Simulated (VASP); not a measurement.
# W (Im-3m) in VASP: settings compared

The runs below take W through single point, with RPBE, r2SCAN.

All numbers are computed with VASP 6.6.1; they aren't measurements. Logs are shortened: lines on timing, memory, paths and dates and some standing lists are left out, and cuts for length are marked.

## (1) The cell of the first run

The structure is cubic, space group Im-3m (No. 229). The conventional cell has a = 3.165 Å, b = 3.165 Å, c = 3.165 Å, α = 90.00°, β = 90.00°, γ = 90.00°. Within 3.6 Å of W (site symmetry m-3m) lie 14 W at 2.74 to 3.16 Å.

## (2) Single point, RPBE

INCAR reads:

```
ALGO = Normal
EDIFF = 1E-6
ENCUT = 520
GGA = RP
ISIF = 2
ISMEAR = -1
LASPH = True
LCHARG = False
LREAL = False
LWAVE = False
NBANDS = 13
NELM = 60
PREC = Accurate
SIGMA = 0.05
```

KPOINTS reads:

```
k-points
0
Gamma
  7 7 7
```

POSCAR reads:

```
W
1.0
   -1.5823450000      1.5823450000      1.5823450000
    1.5823450000     -1.5823450000      1.5823450000
    1.5823450000      1.5823450000     -1.5823450000
W
1
Direct
    0.0000000000      0.0000000000      0.0000000000
```

Potentials or basis: VASP PAW PBE potentials, release 64 (W_sv).

Launch:

```
$ cat potpaw_PBE.64/W_sv/POTCAR > POTCAR
$ mpirun -np 1 vasp_std > vasp.out
```

OUTCAR:

```text
EDIFF = 1E-6
   ENCUT = 520
   GGA = RP
   ISIF = 2
   ISMEAR = -1
   LASPH = True
   LREAL = False
   NELM = 60
   PREC = Accurate

 ion  position               nearest neighbor table
   1  0.000  0.000  0.000-

  LATTYP: Found a body centered cubic cell.
 ALAT       =     3.1646900000

  Lattice vectors:

 A1 = (  -1.5823450000,   1.5823450000,   1.5823450000)
 A2 = (   1.5823450000,  -1.5823450000,   1.5823450000)
 A3 = (   1.5823450000,   1.5823450000,  -1.5823450000)

Analysis of symmetry for initial positions (statically):
=====================================================================
 Subroutine PRICEL returns:
 Original cell was already a primitive cell.

 Routine SETGRP: Setting up the symmetry group for a
 body centered cubic supercell.

 Subroutine GETGRP returns: Found 48 space group operations
 (whereof 48 operations were pure point group operations)
 out of a pool of 48 trial point group operations.

The static configuration has the point symmetry O_h .

Analysis of symmetry for dynamics (positions and initial velocities):
=====================================================================
 Subroutine PRICEL returns:
 Original cell was already a primitive cell.

 Routine SETGRP: Setting up the symmetry group for a
 body centered cubic supercell.

 Subroutine GETGRP returns: Found 48 space group operations
 (whereof 48 operations were pure point group operations)
 out of a pool of 48 trial point group operations.

The dynamic configuration has the point symmetry O_h .

 Subroutine INISYM returns: Found 48 space group operations
 (whereof 48 operations are pure point group operations),
 and found     1 'primitive' translations

----------------------------------------------------------------------------------------

                                     Primitive cell

  volume of cell :      15.8476

  direct lattice vectors                    reciprocal lattice vectors
    -1.582345000  1.582345000  1.582345000     0.000000000  0.315986716  0.315986716
     1.582345000 -1.582345000  1.582345000     0.315986716  0.000000000  0.315986716
     1.582345000  1.582345000 -1.582345000     0.315986716  0.315986716  0.000000000

  length of vectors
     2.740701935  2.740701935  2.740701935     0.446872699  0.446872699  0.446872699

  position of ions in fractional coordinates (direct lattice)
     0.000000000  0.000000000  0.000000000

  ion indices of the primitive-cell ions
[... 75 lines left out ...]
   ISIF   =      2    stress and relaxation
   ISYM   =      2    0-nonsym 1-usesym 2-fastsym
   POTIM  = 0.5000    time-step for ionic-motion
   TEBEG  =    0.0;   TEEND  =   0.0 temperature during run
   PSTRESS=    0.0 pullay stress
   NELECT =      14.0000    total number of electrons
   NUPDOWN=      -1.0000    fix difference up-down
   EMIN   =  10.00;   EMAX   =-10.00  energy-range for DOS
   EFERMI =   0.00;   METHOD = LEGACY
   ISMEAR =    -1;   SIGMA  =   0.05  broadening in eV -4-tet -1-fermi 0-gaus
   EFERMI_NEDOS =   21; number of points for ismear=-14 and -15
   IALGO  =     38    algorithm
   IMIX   =      4    mixing-type and parameters
     AMIX     =   0.40;   BMIX     =  1.00
     AMIX_MAG =   1.60;   BMIX_MAG =  1.00
  volume/ion in A,a.u.               =      15.85       106.94
  Fermi-wavevector in a.u.,A,eV,Ry     =   1.570832  2.968442 33.572544  2.467512
  Thomas-Fermi vector in A             =   2.672506
   LORBIT       =      0    0 simple, 1 ext, 2 COOP (PROOUT), +10 PAW based schemes
   GGA     = RP    functional components
   LHFCALC =     F    Hartree Fock is set to
   AEXX    =    0.0000 exact exchange contribution
   IVDW    =     0    specifies the selected vdW correction
   LEPSILON=     F    determine dielectric tensor
   LRPA    =     F    only Hartree local field effects (RPA)
 non-spin polarized calculation
  energy-cutoff  :      520.00
  volume of cell :       15.85
 maximum number of plane-waves:       438
   NGX = 11   NGY = 11   NGZ = 11

 number of electron      14.0000004 magnetization

 Free energy of the ion-electron system (eV)
  ---------------------------------------------------
  ext. energy  EPLUGINS =         0.00000000
  ---------------------------------------------------
  free energy    TOTEN  =       -12.32233316 eV

  energy without entropy =      -12.31317506  energy(sigma->0) =      -12.31775411

 E-fermi :  11.5860     XC(G=0): -13.5911

 val. band max:       11.5220307003   @ k =  -0.4286  -0.4286   0.2857
 cond. band min:      11.6912477509   @ k =  -0.2857   0.2857   0.1429
 fundamental gap:      0.1692170506
 Fermi energy:        11.5860065177

 k-point     1 :       0.0000    0.0000    0.0000
  band No.  band energies     occupation
      1     -62.6814      2.00000
      2     -26.2404      2.00000
      3     -26.2404      2.00000
      4     -26.2404      2.00000
      5       1.8924      2.00000
      6      10.3062      2.00000
      7      10.3062      2.00000
      8      10.3062      2.00000
      9      13.8132      0.00000
     10      13.8132      0.00000
     11      26.0194      0.00000
     12      26.0194      0.00000
     13      26.0194      0.00000
[... 290 lines left out ...]
  band No.  band energies     occupation
      1     -62.4577      2.00000
      2     -27.1398      2.00000
      3     -27.0944      2.00000
      4     -27.0944      2.00000
      5       5.9600      2.00000
      6       6.0824      2.00000
      7      15.0461      0.00000
      8      15.0461      0.00000
      9      16.2161      0.00000
     10      18.3294      0.00000
     11      21.9569      0.00000
     12      21.9569      0.00000
     13      29.1849      0.00000

------------------------ aborting loop because EDIFF is reached ----------------------------------------

  FORCE on cell =-STRESS in cart. coord.  units (eV):
  Direction    XX          YY          ZZ          XY          YZ          ZX
  --------------------------------------------------------------------------------------
  -------------------------------------------------------------------------------------
  Total        1.1035167      1.1035167      1.1035167     -0.0000000      0.0000000     -0.0000000
  in kB      111.5644897    111.5644897    111.5644897     -0.0000000      0.0000000     -0.0000000
  external PRESSURE =     111.5644897 kB  Pullay stress =       0.0000000 kB

 VOLUME and BASIS-vectors are now :
 -----------------------------------------------------------------------------
  energy-cutoff  :      520.00
  volume of cell :       15.85
      direct lattice vectors                 reciprocal lattice vectors
    -1.582345000  1.582345000  1.582345000     0.000000000  0.315986716  0.315986716
     1.582345000 -1.582345000  1.582345000     0.315986716  0.000000000  0.315986716
     1.582345000  1.582345000 -1.582345000     0.315986716  0.315986716  0.000000000

 POSITION                                       TOTAL-FORCE (eV/Angst)
 -----------------------------------------------------------------------------------
      0.00000      0.00000      0.00000         0.000000     -0.000000      0.000000
 -----------------------------------------------------------------------------------
    total drift:                                0.000000     -0.000000     -0.000000

  FREE ENERGIE OF THE ION-ELECTRON SYSTEM (eV)
  ---------------------------------------------------
  free  energy   TOTEN  =       -12.3223331551 eV

  energy  without entropy=      -12.3131750647  energy(sigma->0) =      -12.31775411
```

OSZICAR:

```text
N       E                     dE             d eps       ncg     rms          rms(c)
DAV:   1     0.846295192850E+02    0.84630E+02   -0.75156E+03   520   0.124E+03
DAV:   2    -0.110526090777E+02   -0.95682E+02   -0.90920E+02   585   0.312E+02
DAV:   3    -0.128938123342E+02   -0.18412E+01   -0.18323E+01   575   0.414E+01
DAV:   4    -0.129016114048E+02   -0.77991E-02   -0.77990E-02   610   0.304E+00
DAV:   5    -0.129016765728E+02   -0.65168E-04   -0.65166E-04   570   0.261E-01    0.205E+01
DAV:   6    -0.124500231810E+02    0.45165E+00   -0.38300E-01   530   0.842E+00    0.836E+00
DAV:   7    -0.123257781385E+02    0.12425E+00   -0.22017E-01   560   0.608E+00    0.681E-01
DAV:   8    -0.123223350045E+02    0.34431E-02   -0.44527E-03   545   0.854E-01    0.752E-02
DAV:   9    -0.123223418083E+02   -0.68038E-05   -0.10652E-04   588   0.134E-01    0.450E-02
DAV:  10    -0.123223324319E+02    0.93764E-05   -0.15856E-05   535   0.556E-02    0.629E-03
DAV:  11    -0.123223334420E+02   -0.10100E-05   -0.33593E-07   365   0.724E-03    0.678E-04
DAV:  12    -0.123223331551E+02    0.28691E-06   -0.28122E-08   275   0.221E-03
   1 F= -.12322333E+02 E0= -.12317754E+02  d E =-.915809E-02
```

Wall time 2.5 s (1 thread of Intel Xeon 6975P-C (Granite Rapids), shared host); peak memory 0.12 GiB.

Results:

```
Free energy            : -12.3223 eV
Pressure               : 11.2 GPa
Band gap on the k mesh : zero (band 7 reaches 15.05 eV, above the bottom of band 8 at 10.31 eV)
```

Caveat: the k points lie up to 0.40 Å⁻¹ apart; the PAW data sets were made with another functional, which shifts forces and pressure a little; spin-orbit coupling is left out, which moves the levels of the heavy elements.

## (3) Single point, r2SCAN

POSCAR is that of step 2.

INCAR.step1 reads:

```
SYSTEM = W
ALGO = Normal ; EDIFF = 1E-4
ENCUT = 520 ; GGA = PE
ISMEAR = -1 ; LASPH = .True.
LCHARG = .False. ; LREAL = .False.
LWAVE = .True. ; NBANDS = 13
NELM = 100 ; PREC = Accurate
SIGMA = 0.05
```

INCAR.step2 reads:

```
SYSTEM = W
ALGO = Normal ; EDIFF = 1E-6
ENCUT = 520 ; ISIF = 2
ISMEAR = -1 ; ISTART = 1
LASPH = .True. ; LCHARG = .False.
LMIXTAU = .True. ; LREAL = .False.
LWAVE = .False. ; METAGGA = R2SCAN
NBANDS = 13 ; NELM = 100
PREC = Accurate ; SIGMA = 0.05
```

KPOINTS reads:

```
k-points
0
Gamma
  7 7 7
  0 0 0
```

Potentials or basis: VASP PAW PBE potentials, release 64 (W_sv).

Launch:

```
$ cat potpaw_PBE.64/W_sv/POTCAR > POTCAR
$ cp INCAR.step1 INCAR
$ mpirun -np 1 vasp_std > vasp.out
$ cp INCAR.step2 INCAR
$ mpirun -np 1 vasp_std > vasp.out
```

Wall time 8.8 s (1 thread of Intel Xeon 6975P-C (Granite Rapids), shared host); peak memory 0.13 GiB.

Results (log left out):

| Item | Value |
| --- | --- |
| Free energy | -51.2830 eV |
| Pressure | 3.9 GPa |
| Band gap on the k mesh | zero (band 7 reaches 14.92 eV, above the bottom of band 8 at 10.01 eV) |

Levels at points of the mesh, in eV from the Fermi level:
| k point | band 5 | band 6 | band 7 | band 8 | band 9 | band 10 |
| --- | --- | --- | --- | --- | --- | --- |
| (0.00, 0.00, 0.00) | -10.18 | -1.33 | -1.33 | -1.33 | 2.51 | 2.51 |

Caveat: the k points lie up to 0.40 Å⁻¹ apart; the PAW data sets were made with another functional, which shifts forces and pressure a little; spin-orbit coupling is left out, which moves the levels of the heavy elements.
